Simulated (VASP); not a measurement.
# Cu3Pt in VASP: notebook, part 2 of 2

VASP 6.6.1. The steps go on from the part before.

### Step 4. Electric field gradients, LDA (volume scaled by 0.94)

Contents of INCAR:

```
PREC     = Accurate       # precision mode
ENCUT    = 520            # plane-wave cutoff, eV
EDIFF    = 1E-8           # SCF threshold, eV
ISMEAR   = -1             # smearing method
SIGMA    = 0.05           # smearing width, eV
LREAL    = F              # projectors in reciprocal space
LASPH    = T              # aspherical terms in the spheres
NELM     = 100            # most SCF steps
ALGO     = Normal         # electronic algorithm
ISIF     = 2              # what is computed and relaxed
LWAVE    = F              # write WAVECAR
LCHARG   = F              # write CHGCAR
GGA      = CA             # functional
LEFG     = T            
NBANDS   = 30             # bands
```

Contents of KPOINTS:

```
regular mesh
0
Gamma
  9 9 9
```

Contents of POSCAR:

```
Cu3Pt
1.0
    3.6342644633      0.0000000000      0.0000000000
    0.0000000000      3.6342644633      0.0000000000
    0.0000000000      0.0000000000      3.6342644633
Cu Pt
3 1
Direct
    0.0000000000      0.5000000000      0.5000000000
    0.5000000000      0.0000000000      0.5000000000
    0.5000000000      0.5000000000      0.0000000000
    0.0000000000      0.0000000000      0.0000000000
```

Potentials or basis: VASP PAW LDA potentials, release 64 (Cu, Pt).

Started as:

```bash
$ cat potpaw_LDA.64/Cu/POTCAR potpaw_LDA.64/Pt/POTCAR > POTCAR
$ mpirun -np 1 vasp_std > vasp.out
```

OUTCAR:

```text
PREC = Accurate
   ENCUT = 520
   EDIFF = 1E-8
   ISMEAR = -1
   LREAL = F
   LASPH = T
   NELM = 100
   ISIF = 2
   GGA = CA

 ion  position               nearest neighbor table
   1  0.000  0.500  0.500-   2 2.57   3 2.57   4 2.57   3 2.57   4 2.57   2 2.57   4 2.57   4 2.57
                             2 2.57   3 2.57   3 2.57   2 2.57
   2  0.500  0.000  0.500-   1 2.57   3 2.57   4 2.57   3 2.57   4 2.57   1 2.57   3 2.57   3 2.57
                             1 2.57   4 2.57   4 2.57   1 2.57
   3  0.500  0.500  0.000-   1 2.57   2 2.57   4 2.57   1 2.57   2 2.57   2 2.57   4 2.57   2 2.57
                             1 2.57   4 2.57   1 2.57   4 2.57
   4  0.000  0.000  0.000-   1 2.57   2 2.57   3 2.57   1 2.57   2 2.57   1 2.57   3 2.57   1 2.57
                             2 2.57   3 2.57   2 2.57   3 2.57

  LATTYP: Found a simple cubic cell.
 ALAT       =     3.6342644633

  Lattice vectors:

 A1 = (   3.6342644633,   0.0000000000,   0.0000000000)
 A2 = (   0.0000000000,   3.6342644633,   0.0000000000)
 A3 = (   0.0000000000,   0.0000000000,   3.6342644633)

Analysis of symmetry for initial positions (statically):
=====================================================================
 Subroutine PRICEL returns:
 Original cell was already a primitive cell.

 Routine SETGRP: Setting up the symmetry group for a
 simple cubic supercell.

 Subroutine GETGRP returns: Found 48 space group operations
 (whereof 48 operations were pure point group operations)
[... 965 lines left out ...]
     30      22.1363      0.00000

 [... further k-points ...]

------------------------ aborting loop because EDIFF is reached ----------------------------------------

  FORCE on cell =-STRESS in cart. coord.  units (eV):
  Direction    XX          YY          ZZ          XY          YZ          ZX
  --------------------------------------------------------------------------------------
  -------------------------------------------------------------------------------------
  Total        0.0273468      0.0273468      0.0273468      0.0000000     -0.0000000      0.0000000
  in kB        0.9127843      0.9127843      0.9127843      0.0000000     -0.0000000      0.0000000
  external PRESSURE =       0.9127843 kB  Pullay stress =       0.0000000 kB

 VOLUME and BASIS-vectors are now :
 -----------------------------------------------------------------------------
  energy-cutoff  :      520.00
  volume of cell :       48.00
      direct lattice vectors                 reciprocal lattice vectors
     3.634264463  0.000000000  0.000000000     0.275158842  0.000000000  0.000000000
     0.000000000  3.634264463  0.000000000     0.000000000  0.275158842  0.000000000
     0.000000000  0.000000000  3.634264463     0.000000000  0.000000000  0.275158842

 POSITION                                       TOTAL-FORCE (eV/Angst)
 -----------------------------------------------------------------------------------
      0.00000      1.81713      1.81713         0.000000      0.000000      0.000000
      1.81713      0.00000      1.81713         0.000000      0.000000      0.000000
      1.81713      1.81713      0.00000         0.000000      0.000000      0.000000
      0.00000      0.00000      0.00000         0.000000      0.000000      0.000000
 -----------------------------------------------------------------------------------
    total drift:                                0.000000      0.000000      0.000000

  FREE ENERGIE OF THE ION-ELECTRON SYSTEM (eV)
  ---------------------------------------------------
  free  energy   TOTEN  =       -22.1492778930 eV

  energy  without entropy=      -22.1341357357  energy(sigma->0) =      -22.14170681

 Electric field gradients (V/A^2)
---------------------------------------------------------------------
 ion       V_xx      V_yy      V_zz      V_xy      V_xz      V_yz
---------------------------------------------------------------------
   1      31.603   -15.801   -15.801    -0.000     0.000     0.000
   2     -15.801    31.603   -15.801    -0.000    -0.000    -0.000
   3     -15.801   -15.801    31.603     0.000     0.000    -0.000
   4       0.000     0.000     0.000     0.000     0.000    -0.000
---------------------------------------------------------------------

 Electric field gradients after diagonalization (V/A^2)
 (convention: |V_zz| > |V_xx| > |V_yy|)
----------------------------------------------------------------------
 ion       V_xx      V_yy      V_zz     asymmetry (V_yy - V_xx)/ V_zz
----------------------------------------------------------------------
   1     -15.801   -15.801    31.603       0.000
   2     -15.801   -15.801    31.603       0.000
   3     -15.801   -15.801    31.603       0.000
   4       0.000     0.000     0.000      -0.316
----------------------------------------------------------------------

           NMR quadrupolar parameters

 Cq : quadrupolar parameter    Cq=e*Q*V_zz/h
 eta: asymmetry parameters     (V_yy - V_xx)/ V_zz
 Q  : nuclear electric quadrupole moment in mb (millibarn)
----------------------------------------------------------------------
 ion       Cq(MHz)       eta       Q (mb)
----------------------------------------------------------------------
   1       0.076       0.000       1.000
   2       0.076       0.000       1.000
   3       0.076       0.000       1.000
   4       0.000      -0.316       1.000
----------------------------------------------------------------------
```

Run time: 23 s. Hardware: 1 thread of Intel Xeon 6975P-C (Granite Rapids), shared host; peak memory 0.17 GiB.

What came out:

```yaml
Free_energy: -22.1493 eV
Pressure: 0.1 GPa
```

Electric field gradients, principal values (V/Å²):
| atom | least | middle | greatest (by size) |
| --- | --- | --- | --- |
| 1 Cu | -15.801 | -15.801 | 31.603 |
| 2 Cu | -15.801 | -15.801 | 31.603 |
| 3 Cu | -15.801 | -15.801 | 31.603 |
| 4 Pt | 0.000 | 0.000 | 0.000 |

Caveat: without QUAD_EFG the Cq values of the log hold for a quadrupole moment of 1 mb, not for the nuclei.

### Step 5. Electric field gradients, LDA (volume scaled by 0.94)

Contents of INCAR:

```
SYSTEM = Cu3Pt
PREC = Accurate
ENCUT = 520
EDIFF = 1E-8
ISMEAR = -1
SIGMA = 0.05
LREAL = .False.
LASPH = .True.
NELM = 80
ALGO = Normal
ISIF = 2
LWAVE = .False.
LCHARG = .False.
GGA = CA
LEFG = .True.
NBANDS = 30
```

Contents of KPOINTS:

```
regular mesh
0
Gamma
  9 9 9
  0 0 0
```

POSCAR is that of step 4.

Potentials or basis: VASP PAW LDA potentials, release 64 (Cu, Pt).

Started as:

```bash
$ cat potpaw_LDA.64/Cu/POTCAR potpaw_LDA.64/Pt/POTCAR > POTCAR
$ mpirun -np 1 vasp_std > vasp.out
```

OUTCAR:

```text
SYSTEM = Cu3Pt
   PREC = Accurate
   ENCUT = 520
   EDIFF = 1E-8
   ISMEAR = -1
   LREAL = .False.
   LASPH = .True.
   NELM = 80
   ISIF = 2
   GGA = CA

 ion  position               nearest neighbor table
   1  0.000  0.500  0.500-   2 2.57   3 2.57   4 2.57   3 2.57   4 2.57   2 2.57   4 2.57   4 2.57
                             2 2.57   3 2.57   3 2.57   2 2.57
   2  0.500  0.000  0.500-   1 2.57   3 2.57   4 2.57   3 2.57   4 2.57   1 2.57   3 2.57   3 2.57
                             1 2.57   4 2.57   4 2.57   1 2.57
   3  0.500  0.500  0.000-   1 2.57   2 2.57   4 2.57   1 2.57   2 2.57   2 2.57   4 2.57   2 2.57
                             1 2.57   4 2.57   1 2.57   4 2.57
   4  0.000  0.000  0.000-   1 2.57   2 2.57   3 2.57   1 2.57   2 2.57   1 2.57   3 2.57   1 2.57
                             2 2.57   3 2.57   2 2.57   3 2.57
[... 1027 lines left out ...]
   1      31.603   -15.801   -15.801    -0.000     0.000     0.000
   2     -15.801    31.603   -15.801    -0.000    -0.000    -0.000
   3     -15.801   -15.801    31.603     0.000     0.000    -0.000
   4       0.000     0.000     0.000     0.000     0.000    -0.000
---------------------------------------------------------------------

 Electric field gradients after diagonalization (V/A^2)
 (convention: |V_zz| > |V_xx| > |V_yy|)
----------------------------------------------------------------------
 ion       V_xx      V_yy      V_zz     asymmetry (V_yy - V_xx)/ V_zz
----------------------------------------------------------------------
   1     -15.801   -15.801    31.603       0.000
   2     -15.801   -15.801    31.603       0.000
   3     -15.801   -15.801    31.603       0.000
   4       0.000     0.000     0.000      -0.316
----------------------------------------------------------------------

           NMR quadrupolar parameters

 Cq : quadrupolar parameter    Cq=e*Q*V_zz/h
 eta: asymmetry parameters     (V_yy - V_xx)/ V_zz
 Q  : nuclear electric quadrupole moment in mb (millibarn)
----------------------------------------------------------------------
 ion       Cq(MHz)       eta       Q (mb)
----------------------------------------------------------------------
   1       0.076       0.000       1.000
   2       0.076       0.000       1.000
   3       0.076       0.000       1.000
   4       0.000      -0.316       1.000
----------------------------------------------------------------------
```

OSZICAR:

```text
N       E                     dE             d eps       ncg     rms          rms(c)
DAV:   1     0.352296512133E+03    0.35230E+03   -0.18991E+04  2204   0.237E+03
DAV:   2     0.125558621462E+02   -0.33974E+03   -0.32092E+03  2118   0.414E+02
DAV:   3    -0.245051337615E+02   -0.37061E+02   -0.35058E+02  2348   0.167E+02
DAV:   4    -0.255718527095E+02   -0.10667E+01   -0.10630E+01  2808   0.362E+01
DAV:   5    -0.255924410600E+02   -0.20588E-01   -0.20586E-01  3154   0.373E+00    0.196E+01
DAV:   6    -0.250774856197E+02    0.51496E+00   -0.31845E+01  2334   0.157E+02    0.117E+01
DAV:   7    -0.222428150947E+02    0.28347E+01   -0.13849E+01  2688   0.943E+01    0.412E+00
DAV:   8    -0.221774995284E+02    0.65316E-01   -0.54589E-01  2976   0.733E+00    0.214E+00
DAV:   9    -0.221519715464E+02    0.25528E-01   -0.54147E-02  3500   0.303E+00    0.432E-01
DAV:  10    -0.221497299065E+02    0.22416E-02   -0.99766E-03  2810   0.104E+00    0.194E-01
DAV:  11    -0.221493283445E+02    0.40156E-03   -0.12266E-03  2946   0.976E-01    0.779E-02
DAV:  12    -0.221492829140E+02    0.45431E-04   -0.49143E-04  2844   0.276E-01    0.216E-02
DAV:  13    -0.221492798683E+02    0.30457E-05   -0.81840E-06  3170   0.368E-02    0.115E-02
DAV:  14    -0.221492778885E+02    0.19798E-05   -0.65154E-06  3004   0.239E-02    0.198E-03
DAV:  15    -0.221492778953E+02   -0.67384E-08   -0.38743E-07  2800   0.110E-02    0.113E-03
DAV:  16    -0.221492778930E+02    0.22446E-08   -0.19014E-08  1764   0.221E-03
   1 F= -.22149278E+02 E0= -.22141707E+02  d E =-.151422E-01
```

stdout:

```text
POSCAR found type information on POSCAR CuPt
 POSCAR found :  2 types and       4 ions
 scaLAPACK will be used
 LDA part: xc-table for (Slater(with rela. corr.)+CA(PZ))
 , standard interpolation
 POSCAR, INCAR and KPOINTS ok, starting setup
 FFT: planning ... GRIDC
 FFT: planning ... GRID_SOFT
 FFT: planning ... GRID
 WAVECAR not read
 entering main loop
ion   1

ion   2

ion   3

ion   4
```

It took 22 s on 1 thread of Intel Xeon 6975P-C (Granite Rapids), shared host; peak memory 0.17 GiB.

What came out:

```yaml
Free_energy: -22.1493 eV
Pressure: 0.1 GPa
```

Electric field gradients, principal values (V/Å²):
| atom | least | middle | greatest (by size) |
| --- | --- | --- | --- |
| 1 Cu | -15.801 | -15.801 | 31.603 |
| 2 Cu | -15.801 | -15.801 | 31.603 |
| 3 Cu | -15.801 | -15.801 | 31.603 |
| 4 Pt | 0.000 | 0.000 | 0.000 |

Caveat: without QUAD_EFG the Cq values of the log hold for a quadrupole moment of 1 mb, not for the nuclei.
